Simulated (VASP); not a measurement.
# HfB2 (P6/mmm) in VASP: further runs

HfB2 is run at these levels: PBE; tasks: single point.

All numbers are computed with VASP 6.6.1; they aren't measurements. Logs are shortened: lines on timing, memory, paths and dates and some standing lists are left out, and cuts for length are marked.

### 1 The cell of the first run

Symmetry: P6/mmm, No. 191, hexagonal system. Conventional cell: a = 3.140 Å, b = 3.140 Å, c = 3.480 Å, α = 90.00°, β = 90.00°, γ = 120.00°. Hf (site symmetry 6/mmm) has 12 B at 2.51 Å and 6 Hf at 3.14 Å within 3.3 Å. Within 2.4 Å of B (site symmetry -6m2) lie 3 B at 1.81 Å.

### 2 Single point, PBE

File INCAR:

```
SYSTEM = HfB2
  PREC = Accurate
  ENCUT = 520
  EDIFF = 1E-6
  ISMEAR = 0
  SIGMA = 0.1
  LREAL = .FALSE.
  LASPH = .TRUE.
  NELM = 60
  ALGO = Normal
  ISIF = 2
  LWAVE = .FALSE.
  LCHARG = .TRUE.
  GGA = PE
  LELF = .TRUE.
  LVHAR = .TRUE.
  NBANDS = 15
```

File KPOINTS:

```
regular mesh
0
G
  15 15 12
  0 0 0
```

File POSCAR:

```
HfB2
1.0
    3.1400000000      0.0000000000      0.0000000000
   -1.5700000000      2.7193197679      0.0000000000
    0.0000000000      0.0000000000      3.4800000000
Hf B
1 2
Direct
    0.0000000000      0.0000000000      0.0000000000
    0.3333333333      0.6666666667      0.5000000000
    0.6666666667      0.3333333333      0.5000000000
```

Potentials or basis: VASP PAW PBE potentials, release 64 (Hf_pv, B).

The run is started by

```
$ cat potpaw_PBE.64/Hf_pv/POTCAR potpaw_PBE.64/B/POTCAR > POTCAR
$ mpirun -np 1 vasp_std > vasp.out
```

OUTCAR:

```text
SYSTEM = HfB2
   PREC = Accurate
   ENCUT = 520
   EDIFF = 1E-6
   ISMEAR = 0
   LREAL = .FALSE.
   LASPH = .TRUE.
   NELM = 60
   ISIF = 2
   GGA = PE

 ion  position               nearest neighbor table
   1  0.000  0.000  0.000-   2 2.51   3 2.51   2 2.51   3 2.51   3 2.51   3 2.51   2 2.51   2 2.51
                             3 2.51   3 2.51   2 2.51   2 2.51
   2  0.333  0.667  0.500-   3 1.81   3 1.81   3 1.81   1 2.51   1 2.51   1 2.51   1 2.51   1 2.51
                             1 2.51
   3  0.667  0.333  0.500-   2 1.81   2 1.81   2 1.81   1 2.51   1 2.51   1 2.51   1 2.51   1 2.51
                             1 2.51

  LATTYP: Found a hexagonal cell.
 ALAT       =     3.1400000000
 C/A-ratio  =     1.1082802548

  Lattice vectors:

 A1 = (   3.1400000000,   0.0000000000,   0.0000000000)
 A2 = (  -1.5700000000,   2.7193197679,   0.0000000000)
 A3 = (   0.0000000000,   0.0000000000,   3.4800000000)

Analysis of symmetry for initial positions (statically):
=====================================================================
 Subroutine PRICEL returns:
 Original cell was already a primitive cell.

 Routine SETGRP: Setting up the symmetry group for a
 hexagonal supercell.

 Subroutine GETGRP returns: Found 24 space group operations
 (whereof 24 operations were pure point group operations)
 out of a pool of 24 trial point group operations.

The static configuration has the point symmetry D_6h.

Analysis of symmetry for dynamics (positions and initial velocities):
=====================================================================
 Subroutine PRICEL returns:
 Original cell was already a primitive cell.

 Routine SETGRP: Setting up the symmetry group for a
 hexagonal supercell.

 Subroutine GETGRP returns: Found 24 space group operations
 (whereof 24 operations were pure point group operations)
 out of a pool of 24 trial point group operations.

The dynamic configuration has the point symmetry D_6h.

 Subroutine INISYM returns: Found 24 space group operations
 (whereof 24 operations are pure point group operations),
 and found     1 'primitive' translations

----------------------------------------------------------------------------------------

                                     Primitive cell

  volume of cell :      29.7146

  direct lattice vectors                    reciprocal lattice vectors
     3.140000000  0.000000000  0.000000000     0.318471338  0.183869512  0.000000000
    -1.570000000  2.719319768  0.000000000     0.000000000  0.367739025  0.000000000
     0.000000000  0.000000000  3.480000000     0.000000000  0.000000000  0.287356322

  length of vectors
     3.140000000  3.140000000  3.480000000     0.367739025  0.367739025  0.287356322

  position of ions in fractional coordinates (direct lattice)
     0.000000000  0.000000000  0.000000000
     0.333333333  0.666666667  0.500000000
     0.666666667  0.333333333  0.500000000

  ion indices of the primitive-cell ions
   primitive index   ion index
                 1           1
                 2           2
                 3           3

----------------------------------------------------------------------------------------

 KPOINTS: regular mesh

Automatic generation of k-mesh.
 Grid dimensions read from file:
 generate k-points for:   15   15   12

 Generating k-lattice:

  Cartesian coordinates                     Fractional coordinates (reciprocal lattice)
     0.021231423  0.012257967  0.000000000     0.066666667  0.000000000  0.000000000
     0.000000000  0.024515935  0.000000000     0.000000000  0.066666667  0.000000000
     0.000000000  0.000000000  0.023946360     0.000000000  0.000000000  0.083333333

  Length of vectors
     0.024515935  0.024515935  0.023946360

  Shift w.r.t. Gamma in fractional coordinates (k-lattice)
     0.000000000  0.000000000  0.000000000

 Subroutine IBZKPT returns following result:
 ===========================================

 Found    189 irreducible k-points:

 Following reciprocal coordinates:
            Coordinates               Weight
  0.000000  0.000000  0.000000      1.000000
  0.066667 -0.000000  0.000000      6.000000
  0.133333  0.000000  0.000000      6.000000
  0.200000  0.000000  0.000000      6.000000
  0.266667  0.000000  0.000000      6.000000
  0.333333  0.000000  0.000000      6.000000
[... 16 lines left out ...]
  0.333333  0.200000  0.000000     12.000000
  0.400000  0.200000  0.000000      6.000000
 [... further k-points ...]
   k-points           NKPTS =    189   k-points in BZ     NKDIM =    189   number of bands    NBANDS=     15
   number of dos      NEDOS =    301   number of ions     NIONS =      3
   total plane-waves  NPLWV =  16128
   dimension x,y,z NGX =    24 NGY =   24 NGZ =   28
   dimension x,y,z NGXF=    48 NGYF=   48 NGZF=   56
   ions per type =               1   2
   NGX,Y,Z   is equivalent  to a cutoff of  12.71, 12.71, 13.38 a.u.
   NGXF,Y,Z  is equivalent  to a cutoff of  25.41, 25.41, 26.75 a.u.
 SYSTEM =  HfB2
   PREC   = accura    normal or accurate (medium, high low for compatibility)
   ISTART =      0    job   : 0-new  1-cont  2-samecut
   ICHARG =      2    charge: 1-file 2-atom 10-const
   ISPIN  =      1    spin polarized calculation?
   LNONCOLLINEAR =      F non collinear calculations
   LSORBIT =      F    spin-orbit coupling
   LASPH  =      T    aspherical Exc in radial PAW
   ENCUT  =  520.0 eV  38.22 Ry    6.18 a.u.   5.84  5.84  6.47*2*pi/ulx,y,z
   NELM   =     60;   NELMIN=  2; NELMDL= -5     # of ELM steps
   EDIFF  = 0.1E-05   stopping-criterion for ELM
   LREAL  =      F    real-space projection
   EDIFFG = 0.1E-04   stopping-criterion for IOM
   NSW    =      0    number of steps for IOM
   IBRION =     -1    ionic relax: 0-MD 1-quasi-New 2-CG
   NFREE  =      0    steps in history (QN), initial steepest desc. (CG)
   ISIF   =      2    stress and relaxation
   ISYM   =      2    0-nonsym 1-usesym 2-fastsym
   POTIM  = 0.5000    time-step for ionic-motion
   TEBEG  =    0.0;   TEEND  =   0.0 temperature during run
   PSTRESS=    0.0 pullay stress
   NELECT =      16.0000    total number of electrons
   NUPDOWN=      -1.0000    fix difference up-down
   EMIN   =  10.00;   EMAX   =-10.00  energy-range for DOS
   EFERMI =   0.00;   METHOD = LEGACY
   ISMEAR =     0;   SIGMA  =   0.10  broadening in eV -4-tet -1-fermi 0-gaus
   EFERMI_NEDOS =   21; number of points for ismear=-14 and -15
   IALGO  =     38    algorithm
   IMIX   =      4    mixing-type and parameters
     AMIX     =   0.40;   BMIX     =  1.00
     AMIX_MAG =   1.60;   BMIX_MAG =  1.00
  volume/ion in A,a.u.               =       9.90        66.84
  Fermi-wavevector in a.u.,A,eV,Ry     =   1.331860  2.516850 24.134693  1.773850
  Thomas-Fermi vector in A             =   2.460838
   LORBIT       =      0    0 simple, 1 ext, 2 COOP (PROOUT), +10 PAW based schemes
   GGA     = PE    functional components
   LHFCALC =     F    Hartree Fock is set to
   AEXX    =    0.0000 exact exchange contribution
   IVDW    =     0    specifies the selected vdW correction
   LEPSILON=     F    determine dielectric tensor
   LRPA    =     F    only Hartree local field effects (RPA)
 non-spin polarized calculation
 Gauss-broadening in eV      SIGMA  =   0.10
  energy-cutoff  :      520.00
  volume of cell :       29.71
 maximum number of plane-waves:       820
 NGX is ok and might be reduce to    24
   NGX = 11   NGY = 11   NGZ = 13

 number of electron      15.9999998 magnetization

 Free energy of the ion-electron system (eV)
  ---------------------------------------------------
  ext. energy  EPLUGINS =         0.00000000
  ---------------------------------------------------
  free energy    TOTEN  =       -26.40134694 eV

  energy without entropy =      -26.40022788  energy(sigma->0) =      -26.40078741

 E-fermi :   7.6987     XC(G=0): -12.5967

 val. band max:        7.6547952645   @ k =   0.4000   0.1333   0.0000
 cond. band min:       7.7137888558   @ k =   0.0667   0.0667   0.4167
 fundamental gap:      0.0589935913
 Fermi energy:         7.6986675641

 k-point     1 :       0.0000    0.0000    0.0000
  band No.  band energies     occupation
      1     -22.9645      2.00000
      2     -22.4659      2.00000
      3     -22.4659      2.00000
      4      -6.0840      2.00000
      5       4.6675      2.00000
      6       4.7728      2.00000
      7       4.7728      2.00000
      8       4.8888      2.00000
      9      11.6966      0.00000
     10      11.6966      0.00000
     11      12.3319      0.00000
     12      12.3319      0.00000
     13      12.6610      0.00000
     14      12.6610      0.00000
     15      12.6639      0.00000

 k-point     2 :       0.0667   -0.0000    0.0000
  band No.  band energies     occupation
      1     -22.9589      2.00000
      2     -22.5010      2.00000
      3     -22.4737      2.00000
      4      -5.9875      2.00000
      5       4.4924      2.00000
      6       4.7662      2.00000
      7       4.7675      2.00000
      8       4.8041      2.00000
      9      11.4719      0.00000
     10      11.6282      0.00000
     11      11.7744      0.00000
     12      11.8236      0.00000
     13      12.9955      0.00000
     14      13.3186      0.00000
     15      13.4986      0.00000

 k-point     3 :       0.1333    0.0000    0.0000
  band No.  band energies     occupation
      1     -22.9428      2.00000
      2     -22.5992      2.00000
      3     -22.4955      2.00000
      4      -5.7052      2.00000
      5       3.7796      2.00000
      6       4.5844      2.00000
      7       4.7397      2.00000
      8       5.0245      2.00000
      9      10.5043      0.00000
     10      11.4065      0.00000
     11      11.4428      0.00000
     12      12.0368      0.00000
     13      13.5087      0.00000
     14      14.1806      0.00000
     15      14.7023      0.00000

 k-point     4 :       0.2000    0.0000    0.0000
  band No.  band energies     occupation
      1     -22.9190      2.00000
      2     -22.7405      2.00000
      3     -22.5276      2.00000
      4      -5.2553      2.00000
      5       2.8469      2.00000
      6       4.3027      2.00000
      7       4.6689      2.00000
      8       5.3126      2.00000
      9       9.8502      0.00000
     10      11.1880      0.00000
     11      11.3936      0.00000
     12      11.8551      0.00000
     13      13.6813      0.00000
     14      14.7749      0.00000
     15      15.5099      0.00000
[... 307 lines left out ...]
 k-point    22 :       0.2667    0.2000    0.0000
  band No.  band energies     occupation
      1     -23.0798      2.00000
      2     -22.8392      2.00000
      3     -22.7467      2.00000
      4      -3.0254      2.00000
      5       0.5221      2.00000
      6       2.0497      2.00000
      7       3.9777      2.00000
      8       7.4243      1.99990
      9       7.4576      1.99935
     10       9.0941      0.00000
     11      13.8094      0.00000
     12      14.6673      0.00000
     13      14.9084      0.00000
     14      16.1247      0.00000
     15      17.7707      0.00000

 k-point    23 :       0.3333    0.2000    0.0000
  band No.  band energies     occupation
      1     -23.1220      2.00000
      2     -22.8259      2.00000
      3     -22.7949      2.00000
      4      -2.1881      2.00000
      5      -0.3313      2.00000
      6       1.6954      2.00000
      7       4.0532      2.00000
      8       6.8297      2.00000
      9       7.4720      1.99865
     10       9.9477      0.00000
     11      13.0045      0.00000
     12      14.5847      0.00000
     13      16.0151      0.00000
     14      17.4286      0.00000
     15      17.7480      0.00000

 k-point    24 :       0.4000    0.2000    0.0000
  band No.  band energies     occupation
      1     -23.1362      2.00000
      2     -22.8212      2.00000
      3     -22.8125      2.00000
      4      -1.4218      2.00000
      5      -1.1157      2.00000
      6       1.5879      2.00000
      7       4.0976      2.00000
      8       6.6092      2.00000
      9       7.4311      1.99985
     10      10.6459      0.00000
     11      12.3010      0.00000
     12      14.5533      0.00000
     13      16.5370      0.00000
     14      17.7130      0.00000
     15      18.0913      0.00000

 [... further k-points ...]

------------------------ aborting loop because EDIFF is reached ----------------------------------------

  FORCE on cell =-STRESS in cart. coord.  units (eV):
  Direction    XX          YY          ZZ          XY          YZ          ZX
  --------------------------------------------------------------------------------------
  -------------------------------------------------------------------------------------
  Total        0.1623684      0.1623684      0.2191733      0.0000000      0.0000000      0.0000000
  in kB        8.7547350      8.7547350     11.8175921      0.0000000      0.0000000      0.0000000
  external PRESSURE =       9.7756874 kB  Pullay stress =       0.0000000 kB

 VOLUME and BASIS-vectors are now :
 -----------------------------------------------------------------------------
  energy-cutoff  :      520.00
  volume of cell :       29.71
      direct lattice vectors                 reciprocal lattice vectors
     3.140000000  0.000000000  0.000000000     0.318471338  0.183869512  0.000000000
    -1.570000000  2.719319768  0.000000000     0.000000000  0.367739025  0.000000000
     0.000000000  0.000000000  3.480000000     0.000000000  0.000000000  0.287356322

 POSITION                                       TOTAL-FORCE (eV/Angst)
 -----------------------------------------------------------------------------------
      0.00000      0.00000      0.00000         0.000000      0.000000      0.000000
     -0.00000      1.81288      1.74000        -0.000000      0.000000      0.000000
      1.57000      0.90644      1.74000         0.000000      0.000000     -0.000000
 -----------------------------------------------------------------------------------
    total drift:                               -0.000000      0.000000      0.000000

  FREE ENERGIE OF THE ION-ELECTRON SYSTEM (eV)
  ---------------------------------------------------
  free  energy   TOTEN  =       -26.4013469425 eV

  energy  without entropy=      -26.4002278850  energy(sigma->0) =      -26.40078741
```

Wall time 51 s (1 thread of Intel Xeon Platinum 8259CL at 2.50GHz (Skylake/Cascade Lake), shared host); peak memory 0.21 GiB.

Results:

```
Free energy            : -26.4013 eV
Pressure               : 1.0 GPa
Band gap on the k mesh : zero (band 8 reaches 8.47 eV, above the bottom of band 9 at 7.43 eV)
```

Levels at points of the mesh, in eV from the Fermi level:
```tsv
k point	band 4	band 5	band 6	band 7	band 8	band 9	band 10	band 11	band 12	band 13
(0.00, 0.00, 0.00)	-13.78	-3.03	-2.93	-2.93	-2.81	4.00	4.00	4.63	4.63	4.96
(0.00, 0.00, 0.50)	-11.38	-8.39	-1.23	-1.23	0.29	0.29	0.98	0.98	2.20	5.05
```

Caveat: spin-orbit coupling is left out, which moves the levels of the heavy elements.

### 3 Single point, PBE (volume scaled by 1.03, then relaxed in part)

File INCAR:

```
SYSTEM = HfB2
ALGO = Normal
EDIFF = 1E-6
ENCUT = 520
GGA = PE
ISIF = 2
ISMEAR = 0
LASPH = .TRUE.
LCHARG = .FALSE.
LREAL = .FALSE.
LWAVE = .FALSE.
NBANDS = 15
NELM = 100
PREC = Accurate
SIGMA = 0.1
```

File KPOINTS:

```
k-points
0
G
  15 15 12
  0 0 0
```

File POSCAR:

```
HfB2
1.0
    3.1733010341      0.0000000000      0.0000000000
   -1.5866505171      2.7481593093      0.0000000000
    0.0000000000      0.0000000000      3.5282755775
Hf B
1 2
Direct
    0.0000000000      0.0000000000      0.0000000000
    0.3333333333      0.6666666667      0.5000000000
    0.6666666667      0.3333333333      0.5000000000
```

Potentials or basis: VASP PAW PBE potentials, release 64 (Hf_pv, B).

The run is started by

```
$ cat potpaw_PBE.64/Hf_pv/POTCAR potpaw_PBE.64/B/POTCAR > POTCAR
$ mpirun -np 1 vasp_std > vasp.out
```

It took 49 s on 1 thread of Intel Xeon Platinum 8259CL at 2.50GHz (Skylake/Cascade Lake), shared host; peak memory 0.21 GiB.

Results (log left out):

```
Free energy            : -26.3801 eV
Pressure               : -7.4 GPa
Band gap on the k mesh : zero (band 8 reaches 8.19 eV, above the bottom of band 9 at 7.17 eV)
```

Stress tensor (GPa, compression positive):
```
-7.42  0.00  0.00
 0.00 -7.42  0.00
 0.00  0.00 -7.22
```

Levels at points of the mesh, in eV from the Fermi level:
```tsv
k point	band 5	band 6	band 7	band 8	band 9	band 10	band 11	band 12
(0.00, 0.00, 0.00)	-2.96	-2.84	-2.83	-2.83	3.83	3.83	4.42	4.42
(0.00, 0.00, 0.50)	-8.26	-1.20	-1.20	0.31	0.31	0.95	0.95	2.06
```

Caveat: spin-orbit coupling is left out, which moves the levels of the heavy elements.

### 4 Single point, PBE (volume scaled by 1.06, then relaxed in part)

File INCAR:

```
PREC = Accurate
ENCUT = 520
EDIFF = 1E-6
ISMEAR = 0
SIGMA = 0.1
LREAL = F
LASPH = T
NELM = 60
ALGO = Normal
ISIF = 2
LWAVE = F
LCHARG = F
GGA = PE
NBANDS = 15
```

File KPOINTS:

```
Automatic mesh
0
Gamma
  15 15 12
```

File POSCAR:

```
HfB2
1.0
    3.2006958524      0.0000000000      0.0000000000
   -1.6003479262      2.7718839180      0.0000000000
    0.0000000000      0.0000000000      3.5691505843
Hf B
1 2
Direct
    0.0000000000      0.0000000000      0.0000000000
    0.3333333333      0.6666666667      0.5000000000
    0.6666666667      0.3333333333      0.5000000000
```

The run is started by

```
$ cat potpaw_PBE.64/Hf_pv/POTCAR potpaw_PBE.64/B/POTCAR > POTCAR
$ mpirun -np 1 vasp_std > vasp.out
```

Wall time 55 s (1 thread of Intel Xeon Platinum 8259CL at 2.50GHz (Skylake/Cascade Lake), shared host); peak memory 0.21 GiB.

It converged, with:

- Free energy: -26.3222 eV
- Pressure: -13.4 GPa
- Band gap on the k mesh: zero (band 8 reaches 7.97 eV, above the bottom of band 9 at 6.96 eV)

Stress tensor (GPa, compression positive):
```
-13.41   0.00   0.00
  0.00 -13.41   0.00
  0.00   0.00 -13.29
```

Levels at points of the mesh, in eV from the Fermi level:
| k point | band 4 | band 5 | band 6 | band 7 | band 8 | band 9 | band 10 | band 11 | band 12 | band 13 |
| --- | --- | --- | --- | --- | --- | --- | --- | --- | --- | --- |
| (0.00, 0.00, 0.00) | -13.41 | -2.91 | -2.86 | -2.75 | -2.75 | 3.69 | 3.69 | 4.25 | 4.25 | 4.59 |
| (0.00, 0.00, 0.50) | -11.28 | -8.15 | -1.17 | -1.17 | 0.33 | 0.33 | 0.92 | 0.92 | 1.93 | 4.92 |

Caveat: spin-orbit coupling is left out, which moves the levels of the heavy elements.

### 5 Overview

| cell | gap on the mesh (eV) | pressure (GPa) |
| --- | --- | --- |
| a = 3.140, b = 3.140, c = 3.480 Å, angles 90.0, 90.0, 120.0°, 3 atoms | none | 1.0 |
| a = 3.173, b = 3.173, c = 3.528 Å, angles 90.0, 90.0, 120.0°, 3 atoms | none | -7.4 |
| a = 3.201, b = 3.201, c = 3.569 Å, angles 90.0, 90.0, 120.0°, 3 atoms | none | -13.4 |

Alike in all rows: task single point; level PBE; potentials or basis VASP PAW PBE potentials, release 64 (Hf_pv, B); no spin polarisation; k mesh 15 × 15 × 12; cutoff (eV) 520; smearing gaussian 0.1 eV.

Caveats: spin-orbit coupling is left out, which moves the levels of the heavy elements.

Total energies depend on the potentials used, so only differences within one code and one set of settings carry meaning.
